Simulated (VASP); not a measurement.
Input of a VASP 6.6.1 run:

The input INCAR:

```
  ALGO = Normal
  EDIFF = 1E-6
  ENCUT = 520
  GGA = PE
  ISIF = 2
  ISMEAR = 0
  LASPH = True
  LCHARG = True
  LELF = True
  LREAL = False
  LVHAR = True
  LWAVE = False
  NBANDS = 23
  NELM = 80
  PREC = Accurate
  SIGMA = 0.1
```

Contents of KPOINTS:

```
k-points
0
Gamma
  12 12 8
```

POSCAR

```
In2S
1.0
    3.9454275139      0.0000000000      0.0000000000
    0.0000000000      3.9454275139      0.0000000000
    0.0000000000      0.0000000000      5.4424722845
In S
2 1
Direct
    0.5000000000      0.0000000000      0.6618652174
    0.0000000000      0.5000000000      0.3381347826
    0.0000000000      0.0000000000      0.0000000000
```

Potentials or basis: VASP PAW PBE potentials, release 64 (In_d, S).

Launch:

```sh
$ cat potpaw_PBE.64/In_d/POTCAR potpaw_PBE.64/S/POTCAR > POTCAR
$ mpirun -np 1 vasp_std > vasp.out
```

What does it give for the pressure?

0.0 GPa.

What does it give for the band gap on the k mesh?

Zero (bands 16 and 17 overlap by 2.89 eV).

Predict the largest force.

0.008 eV/Å.

Forces in eV/Å, atoms in the order of the input:
```
In   0.000  0.000 -0.008
In   0.000  0.000  0.008
S    0.000  0.000  0.000
```

Caveat: the cell differs from its parent crystal (atoms taken out, then relaxed in part); spin-orbit coupling is left out, which moves the levels of the heavy elements.
